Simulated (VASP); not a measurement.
# BeTe (F-43m) in VASP: notebook

BeTe is run at these levels: r2SCAN; tasks: single point, relaxation of cell and atoms.

Everything below comes from runs of VASP 6.6.1. Logs are shortened: lines on timing, memory, paths and dates and some standing lists are left out, and cuts for length are marked.

## (1) The cell of the first run

The structure is cubic, space group F-43m (No. 216). Conventional cell: a = 5.598 Å, b = 5.598 Å, c = 5.598 Å, α = 90.00°, β = 90.00°, γ = 90.00°. Within 3.2 Å of Be (site symmetry -43m) lie 4 Te at 2.42 Å. Within 3.2 Å of Te (site symmetry -43m) lie 4 Be at 2.42 Å.

## (2) Single point, r2SCAN

POSCAR reads:

```
BeTe
1.0
    0.0000000000      2.7989274198      2.7989274198
    2.7989274198      0.0000000000      2.7989274198
    2.7989274198      2.7989274198      0.0000000000
Be Te
1 1
Direct
    0.0000000000      0.0000000000      0.0000000000
    0.7500000000      0.7500000000      0.7500000000
```

INCAR.step1 reads:

```
PREC = Accurate
ENCUT = 520
ISMEAR = 0
SIGMA = 0.01
LREAL = F
LASPH = T
NELM = 100
NBANDS = 11
GGA = PE
ALGO = Normal
EDIFF = 1E-4
LWAVE = T
LCHARG = F
```

INCAR.step2 reads:

```
PREC = Accurate
ENCUT = 520
EDIFF = 1E-7
ISMEAR = 0
SIGMA = 0.01
LREAL = F
LASPH = T
NELM = 100
ALGO = Normal
ISIF = 2
LWAVE = F
LCHARG = F
METAGGA = R2SCAN
LMIXTAU = T
NBANDS = 11
ISTART = 1
```

KPOINTS reads:

```
Automatic mesh
0
Gamma
  8 8 8
```

Potentials or basis: VASP PAW PBE potentials, release 64 (Be, Te).

Command:

```sh
cat potpaw_PBE.64/Be/POTCAR potpaw_PBE.64/Te/POTCAR > POTCAR
cp INCAR.step1 INCAR
mpirun -np 1 vasp_std > vasp.out
cp INCAR.step2 INCAR
mpirun -np 1 vasp_std > vasp.out
```

OUTCAR:

```text
PREC = Accurate
   ENCUT = 520
   EDIFF = 1E-7
   ISMEAR = 0
   LREAL = F
   LASPH = T
   NELM = 100
   ISIF = 2
   METAGGA = R2SCAN
   ISTART = 1

 ion  position               nearest neighbor table
   1  0.000  0.000  0.000-   2 2.42   2 2.42   2 2.42   2 2.42
   2  0.750  0.750  0.750-   1 2.42   1 2.42   1 2.42   1 2.42

  LATTYP: Found a face centered cubic cell.
 ALAT       =     5.5978548396

  Lattice vectors:

 A1 = (   0.0000000000,   2.7989274198,   2.7989274198)
 A2 = (   2.7989274198,   0.0000000000,   2.7989274198)
 A3 = (   2.7989274198,   2.7989274198,   0.0000000000)

Analysis of symmetry for initial positions (statically):
=====================================================================
 Subroutine PRICEL returns:
 Original cell was already a primitive cell.

 Routine SETGRP: Setting up the symmetry group for a
 face centered cubic supercell.

 Subroutine GETGRP returns: Found 24 space group operations
 (whereof 24 operations were pure point group operations)
 out of a pool of 48 trial point group operations.

The static configuration has the point symmetry T_d .

Analysis of symmetry for dynamics (positions and initial velocities):
=====================================================================
 Subroutine PRICEL returns:
 Original cell was already a primitive cell.

 Routine SETGRP: Setting up the symmetry group for a
 face centered cubic supercell.

 Subroutine GETGRP returns: Found 24 space group operations
 (whereof 24 operations were pure point group operations)
 out of a pool of 48 trial point group operations.

The dynamic configuration has the point symmetry T_d .

 Subroutine INISYM returns: Found 24 space group operations
 (whereof 24 operations are pure point group operations),
 and found     1 'primitive' translations

----------------------------------------------------------------------------------------

                                     Primitive cell

  volume of cell :      43.8536

  direct lattice vectors                    reciprocal lattice vectors
     0.000000000  2.798927420  2.798927420    -0.178639859  0.178639859  0.178639859
     2.798927420  0.000000000  2.798927420     0.178639859 -0.178639859  0.178639859
     2.798927420  2.798927420  0.000000000     0.178639859  0.178639859 -0.178639859

  length of vectors
     3.958281117  3.958281117  3.958281117     0.309413312  0.309413312  0.309413312

  position of ions in fractional coordinates (direct lattice)
     0.000000000  0.000000000  0.000000000
     0.750000000  0.750000000  0.750000000

[... 86 lines left out ...]
   PSTRESS=    0.0 pullay stress
   NELECT =       8.0000    total number of electrons
   NUPDOWN=      -1.0000    fix difference up-down
   EMIN   =  10.00;   EMAX   =-10.00  energy-range for DOS
   EFERMI =   0.00;   METHOD = LEGACY
   ISMEAR =     0;   SIGMA  =   0.01  broadening in eV -4-tet -1-fermi 0-gaus
   EFERMI_NEDOS =   21; number of points for ismear=-14 and -15
   IALGO  =     38    algorithm
   IMIX   =      4    mixing-type and parameters
     AMIX     =   0.40;   BMIX     =  1.00
     AMIX_MAG =   1.60;   BMIX_MAG =  1.00
  volume/ion in A,a.u.               =      21.93       147.97
  Fermi-wavevector in a.u.,A,eV,Ry     =   0.928474  1.754562 11.729098  0.862064
  Thomas-Fermi vector in A             =   2.054655
   LORBIT       =      0    0 simple, 1 ext, 2 COOP (PROOUT), +10 PAW based schemes
   METAGGA = R2SCAN    functional components
   LHFCALC =     F    Hartree Fock is set to
   AEXX    =    0.0000 exact exchange contribution
   IVDW    =     0    specifies the selected vdW correction
   LEPSILON=     F    determine dielectric tensor
   LRPA    =     F    only Hartree local field effects (RPA)
 non-spin polarized calculation
 Gauss-broadening in eV      SIGMA  =   0.01
  energy-cutoff  :      520.00
  volume of cell :       43.85
 maximum number of plane-waves:      1243
 NGX is ok and might be reduce to    30
   NGX = 15   NGY = 15   NGZ = 15

 number of electron       7.9999999 magnetization

 Free energy of the ion-electron system (eV)
  ---------------------------------------------------
  ext. energy  EPLUGINS =         0.00000000
  ---------------------------------------------------
  free energy    TOTEN  =       -30.67456887 eV

  energy without entropy =      -30.67456887  energy(sigma->0) =      -30.67456887

 E-fermi :   5.2071     XC(G=0):  -9.5556

 val. band max:        5.1474905124   @ k =   0.0000   0.0000   0.0000
 cond. band min:       7.4363664666   @ k =   0.5000   0.5000   0.0000
 fundamental gap:      2.2888759542
 Fermi energy:         5.2070938236

 k-point     1 :       0.0000    0.0000    0.0000
  band No.  band energies     occupation
      1      -7.7693      2.00000
      2       5.1475      2.00000
      3       5.1475      2.00000
      4       5.1475      2.00000
      5       9.1429      0.00000
      6       9.1429      0.00000
      7       9.1429      0.00000
      8       9.8019      0.00000
      9      14.2209      0.00000
     10      15.9284      0.00000
     11      15.9284      0.00000
[... 309 lines left out ...]
 k-point    24 :      -0.3750    0.2500    0.1250
  band No.  band energies     occupation
      1      -6.0088      2.00000
      2      -0.2950      2.00000
      3       2.0836      2.00000
      4       3.1231      2.00000
      5       9.8238      0.00000
      6       9.9710      0.00000
      7      12.4834      0.00000
      8      13.6387      0.00000
      9      14.2460      0.00000
     10      17.5239      0.00000
     11      17.9218      0.00000

 [... further k-points ...]

------------------------ aborting loop because EDIFF is reached ----------------------------------------

  FORCE on cell =-STRESS in cart. coord.  units (eV):
  Direction    XX          YY          ZZ          XY          YZ          ZX
  --------------------------------------------------------------------------------------
  -------------------------------------------------------------------------------------
  Total        0.6028310      0.6028310      0.6028310      0.0000000     -0.0000000      0.0000000
  in kB       22.0242548     22.0242548     22.0242548      0.0000000     -0.0000000      0.0000000
  external PRESSURE =      22.0242548 kB  Pullay stress =       0.0000000 kB

 VOLUME and BASIS-vectors are now :
 -----------------------------------------------------------------------------
  energy-cutoff  :      520.00
  volume of cell :       43.85
      direct lattice vectors                 reciprocal lattice vectors
     0.000000000  2.798927420  2.798927420    -0.178639859  0.178639859  0.178639859
     2.798927420  0.000000000  2.798927420     0.178639859 -0.178639859  0.178639859
     2.798927420  2.798927420  0.000000000     0.178639859  0.178639859 -0.178639859

 POSITION                                       TOTAL-FORCE (eV/Angst)
 -----------------------------------------------------------------------------------
      0.00000      0.00000      0.00000        -0.000000     -0.000000     -0.000000
      4.19839      4.19839      4.19839         0.000000      0.000000      0.000000
 -----------------------------------------------------------------------------------
    total drift:                               -0.000000     -0.000000     -0.000000

  FREE ENERGIE OF THE ION-ELECTRON SYSTEM (eV)
  ---------------------------------------------------
  free  energy   TOTEN  =       -30.6745688724 eV

  energy  without entropy=      -30.6745688724  energy(sigma->0) =      -30.67456887
```

Run time: 63 s. Hardware: 1 thread of Intel Xeon Platinum 8375C at 2.90GHz (Ice Lake), shared host; peak memory 0.17 GiB.

What came out:

```
Free energy            : -30.6746 eV
Pressure               : 2.2 GPa
Band gap on the k mesh : 2.29 eV, indirect (least direct gap 4.00 eV)
```

Levels at points of the mesh, in eV from the valence-band top:
```
           k point  band 1  band 2  band 3  band 4  band 5  band 6  band 7  band 8  band 9
(0.00, 0.00, 0.00)  -12.92    0.00    0.00    0.00    4.00    4.00    4.00    4.65    9.07
(0.50, 0.00, 0.00)  -11.43   -5.89   -1.21   -1.21    3.60    5.00    5.00    8.47   11.87
(0.50, 0.50, 0.00)  -10.87   -5.45   -2.82   -2.82    2.29    2.96   10.69   10.69   12.64
```

Caveat: the PAW data sets were made with another functional, which shifts forces and pressure a little; spin-orbit coupling is left out, which moves the levels of the heavy elements.

## (3) Single point, r2SCAN

This run uses another cell than the first one, of 22.63 Å³/atom, 1.032 times its volume.

POSCAR reads:

```
BeTe
1.0
    0.0000000000      2.8284051077      2.8284051077
    2.8284051077      0.0000000000      2.8284051077
    2.8284051077      2.8284051077      0.0000000000
Be Te
1 1
Direct
    0.0000000000      0.0000000000      0.0000000000
    0.7500000000      0.7500000000      0.7500000000
```

INCAR.step1 reads:

```
PREC = Accurate
ENCUT = 520
ISMEAR = -1
SIGMA = 0.1
LREAL = False
LASPH = True
NELM = 80
NBANDS = 11
GGA = PE
ALGO = Normal
EDIFF = 1E-4
LWAVE = True
LCHARG = False
```

INCAR.step2 reads:

```
PREC = Accurate
ENCUT = 520
EDIFF = 1E-7
ISMEAR = -1
SIGMA = 0.1
LREAL = False
LASPH = True
NELM = 80
ALGO = Normal
ISIF = 2
LWAVE = False
LCHARG = False
METAGGA = R2SCAN
LMIXTAU = True
NBANDS = 11
ISTART = 1
```

KPOINTS reads:

```
Automatic mesh
0
Gamma
  16 16 16
```

Potentials or basis: VASP PAW PBE potentials, release 64 (Be, Te).

Command:

```sh
cat potpaw_PBE.64/Be/POTCAR potpaw_PBE.64/Te/POTCAR > POTCAR
cp INCAR.step1 INCAR
mpirun -np 1 vasp_std > vasp.out
cp INCAR.step2 INCAR
mpirun -np 1 vasp_std > vasp.out
```

OUTCAR:

```text
PREC = Accurate
   ENCUT = 520
   EDIFF = 1E-7
   ISMEAR = -1
   LREAL = False
   LASPH = True
   NELM = 80
   ISIF = 2
   METAGGA = R2SCAN
   ISTART = 1

 ion  position               nearest neighbor table
   1  0.000  0.000  0.000-   2 2.45   2 2.45   2 2.45   2 2.45
   2  0.750  0.750  0.750-   1 2.45   1 2.45   1 2.45   1 2.45

  LATTYP: Found a face centered cubic cell.
 ALAT       =     5.6568102154

  Lattice vectors:

 A1 = (   0.0000000000,   2.8284051077,   2.8284051077)
 A2 = (   2.8284051077,   0.0000000000,   2.8284051077)
 A3 = (   2.8284051077,   2.8284051077,   0.0000000000)

Analysis of symmetry for initial positions (statically):
=====================================================================
 Subroutine PRICEL returns:
 Original cell was already a primitive cell.

 Routine SETGRP: Setting up the symmetry group for a
 face centered cubic supercell.

 Subroutine GETGRP returns: Found 24 space group operations
 (whereof 24 operations were pure point group operations)
 out of a pool of 48 trial point group operations.

The static configuration has the point symmetry T_d .

Analysis of symmetry for dynamics (positions and initial velocities):
=====================================================================
 Subroutine PRICEL returns:
 Original cell was already a primitive cell.

 Routine SETGRP: Setting up the symmetry group for a
 face centered cubic supercell.

 Subroutine GETGRP returns: Found 24 space group operations
 (whereof 24 operations were pure point group operations)
 out of a pool of 48 trial point group operations.

The dynamic configuration has the point symmetry T_d .

 Subroutine INISYM returns: Found 24 space group operations
 (whereof 24 operations are pure point group operations),
 and found     1 'primitive' translations

----------------------------------------------------------------------------------------

                                     Primitive cell

  volume of cell :      45.2538

  direct lattice vectors                    reciprocal lattice vectors
     0.000000000  2.828405108  2.828405108    -0.176778071  0.176778071  0.176778071
     2.828405108  0.000000000  2.828405108     0.176778071 -0.176778071  0.176778071
     2.828405108  2.828405108  0.000000000     0.176778071  0.176778071 -0.176778071

  length of vectors
     3.999968863  3.999968863  3.999968863     0.306188601  0.306188601  0.306188601

  position of ions in fractional coordinates (direct lattice)
     0.000000000  0.000000000  0.000000000
     0.750000000  0.750000000  0.750000000

  ion indices of the primitive-cell ions
   primitive index   ion index
                 1           1
                 2           2

----------------------------------------------------------------------------------------

 KPOINTS: Automatic mesh

Automatic generation of k-mesh.
 Grid dimensions read from file:
 generate k-points for:   16   16   16

 Generating k-lattice:

  Cartesian coordinates                     Fractional coordinates (reciprocal lattice)
    -0.011048629  0.011048629  0.011048629     0.062500000  0.000000000  0.000000000
     0.011048629 -0.011048629  0.011048629     0.000000000  0.062500000  0.000000000
     0.011048629  0.011048629 -0.011048629     0.000000000  0.000000000  0.062500000

  Length of vectors
     0.019136788  0.019136788  0.019136788

  Shift w.r.t. Gamma in fractional coordinates (k-lattice)
     0.000000000  0.000000000  0.000000000

 Subroutine IBZKPT returns following result:
 ===========================================

 Found    145 irreducible k-points:

 Following reciprocal coordinates:
            Coordinates               Weight
  0.000000  0.000000  0.000000      1.000000
  0.062500  0.000000  0.000000      8.000000
  0.125000  0.000000  0.000000      8.000000
  0.187500  0.000000  0.000000      8.000000
  0.250000  0.000000  0.000000      8.000000
  0.312500  0.000000  0.000000      8.000000
[... 16 lines left out ...]
 -0.125000  0.062500  0.000000     24.000000
 -0.062500  0.062500  0.000000     12.000000
 [... further k-points ...]
   k-points           NKPTS =    145   k-points in BZ     NKDIM =    145   number of bands    NBANDS=     11
   number of dos      NEDOS =    301   number of ions     NIONS =      2
   total plane-waves  NPLWV =  27000
   dimension x,y,z NGX =    30 NGY =   30 NGZ =   30
   dimension x,y,z NGXF=    60 NGYF=   60 NGZF=   60
   ions per type =               1   1
   NGX,Y,Z   is equivalent  to a cutoff of  12.47, 12.47, 12.47 a.u.
   NGXF,Y,Z  is equivalent  to a cutoff of  24.94, 24.94, 24.94 a.u.
 SYSTEM =  unknown system
   PREC   = accura    normal or accurate (medium, high low for compatibility)
   ISTART =      1    job   : 0-new  1-cont  2-samecut
   ICHARG =      0    charge: 1-file 2-atom 10-const
   ISPIN  =      1    spin polarized calculation?
   LNONCOLLINEAR =      F non collinear calculations
   LSORBIT =      F    spin-orbit coupling
   LASPH  =      T    aspherical Exc in radial PAW
   ENCUT  =  520.0 eV  38.22 Ry    6.18 a.u.   7.44  7.44  7.44*2*pi/ulx,y,z
   NELM   =     80;   NELMIN=  2; NELMDL=  0     # of ELM steps
   EDIFF  = 0.1E-06   stopping-criterion for ELM
   LREAL  =      F    real-space projection
   EDIFFG = 0.1E-05   stopping-criterion for IOM
   NSW    =      0    number of steps for IOM
   IBRION =     -1    ionic relax: 0-MD 1-quasi-New 2-CG
   NFREE  =      0    steps in history (QN), initial steepest desc. (CG)
   ISIF   =      2    stress and relaxation
   ISYM   =      2    0-nonsym 1-usesym 2-fastsym
   POTIM  = 0.5000    time-step for ionic-motion
   TEBEG  =    0.0;   TEEND  =   0.0 temperature during run
   PSTRESS=    0.0 pullay stress
   NELECT =       8.0000    total number of electrons
   NUPDOWN=      -1.0000    fix difference up-down
   EMIN   =  10.00;   EMAX   =-10.00  energy-range for DOS
   EFERMI =   0.00;   METHOD = LEGACY
   ISMEAR =    -1;   SIGMA  =   0.10  broadening in eV -4-tet -1-fermi 0-gaus
   EFERMI_NEDOS =   21; number of points for ismear=-14 and -15
   IALGO  =     38    algorithm
   IMIX   =      4    mixing-type and parameters
     AMIX     =   0.40;   BMIX     =  1.00
     AMIX_MAG =   1.60;   BMIX_MAG =  1.00
  volume/ion in A,a.u.               =      22.63       152.69
  Fermi-wavevector in a.u.,A,eV,Ry     =   0.918798  1.736276 11.485891  0.844189
  Thomas-Fermi vector in A             =   2.043920
   LORBIT       =      0    0 simple, 1 ext, 2 COOP (PROOUT), +10 PAW based schemes
   METAGGA = R2SCAN    functional components
   LHFCALC =     F    Hartree Fock is set to
   AEXX    =    0.0000 exact exchange contribution
   IVDW    =     0    specifies the selected vdW correction
   LEPSILON=     F    determine dielectric tensor
   LRPA    =     F    only Hartree local field effects (RPA)
 non-spin polarized calculation
  energy-cutoff  :      520.00
  volume of cell :       45.25
 maximum number of plane-waves:      1243
 NGX is ok and might be reduce to    30
   NGX = 15   NGY = 15   NGZ = 15

 number of electron       8.0000000 magnetization

 Free energy of the ion-electron system (eV)
  ---------------------------------------------------
  ext. energy  EPLUGINS =         0.00000000
  ---------------------------------------------------
  free energy    TOTEN  =       -30.68543131 eV

  energy without entropy =      -30.68543104  energy(sigma->0) =      -30.68543117

 E-fermi :   5.9901     XC(G=0):  -9.4239

 val. band max:        4.7890523918   @ k =   0.0000   0.0000   0.0000
 cond. band min:       7.1566722369   @ k =   0.5000   0.5000   0.0000
 fundamental gap:      2.3676198451
 Fermi energy:         5.9900976502

 k-point     1 :       0.0000    0.0000    0.0000
  band No.  band energies     occupation
      1      -7.9081      2.00000
      2       4.7891      1.99999
      3       4.7891      1.99999
      4       4.7891      1.99999
      5       8.8182      0.00000
      6       8.8182      0.00000
      7       8.8182      0.00000
      8       9.1952      0.00000
      9      13.8036      0.00000
     10      15.5094      0.00000
     11      15.5094      0.00000
[... 309 lines left out ...]
 k-point    24 :      -0.0625    0.0625    0.0000
  band No.  band energies     occupation
      1      -7.8044      2.00000
      2       3.9414      2.00000
      3       4.4008      2.00000
      4       4.7281      1.99999
      5       8.9342      0.00000
      6       8.9790      0.00000
      7       9.0982      0.00000
      8      10.0340      0.00000
      9      14.1192      0.00000
     10      14.5106      0.00000
     11      15.0960      0.00000

 [... further k-points ...]

------------------------ aborting loop because EDIFF is reached ----------------------------------------

  FORCE on cell =-STRESS in cart. coord.  units (eV):
  Direction    XX          YY          ZZ          XY          YZ          ZX
  --------------------------------------------------------------------------------------
  -------------------------------------------------------------------------------------
  Total        0.0509071      0.0509071      0.0509071      0.0000000     -0.0000000      0.0000000
  in kB        1.8023303      1.8023303      1.8023303      0.0000000     -0.0000000      0.0000000
  external PRESSURE =       1.8023303 kB  Pullay stress =       0.0000000 kB

 VOLUME and BASIS-vectors are now :
 -----------------------------------------------------------------------------
  energy-cutoff  :      520.00
  volume of cell :       45.25
      direct lattice vectors                 reciprocal lattice vectors
     0.000000000  2.828405108  2.828405108    -0.176778071  0.176778071  0.176778071
     2.828405108  0.000000000  2.828405108     0.176778071 -0.176778071  0.176778071
     2.828405108  2.828405108  0.000000000     0.176778071  0.176778071 -0.176778071

 POSITION                                       TOTAL-FORCE (eV/Angst)
 -----------------------------------------------------------------------------------
      0.00000      0.00000      0.00000        -0.000000     -0.000000     -0.000000
      4.24261      4.24261      4.24261         0.000000      0.000000      0.000000
 -----------------------------------------------------------------------------------
    total drift:                               -0.000000     -0.000000     -0.000000

  FREE ENERGIE OF THE ION-ELECTRON SYSTEM (eV)
  ---------------------------------------------------
  free  energy   TOTEN  =       -30.6854313055 eV

  energy  without entropy=      -30.6854310406  energy(sigma->0) =      -30.68543117
```

Wall time 4.3 min (1 thread of Intel Xeon Platinum 8375C at 2.90GHz (Ice Lake), shared host); peak memory 0.22 GiB.

Results:

* Free energy: -30.6854 eV
* Pressure: 0.2 GPa
* Band gap on the k mesh: 2.37 eV, indirect (least direct gap 4.03 eV)

Caveat: the PAW data sets were made with another functional, which shifts forces and pressure a little; spin-orbit coupling is left out, which moves the levels of the heavy elements. A k mesh can miss the band edges.

(Part 1 of 2 ends here.)
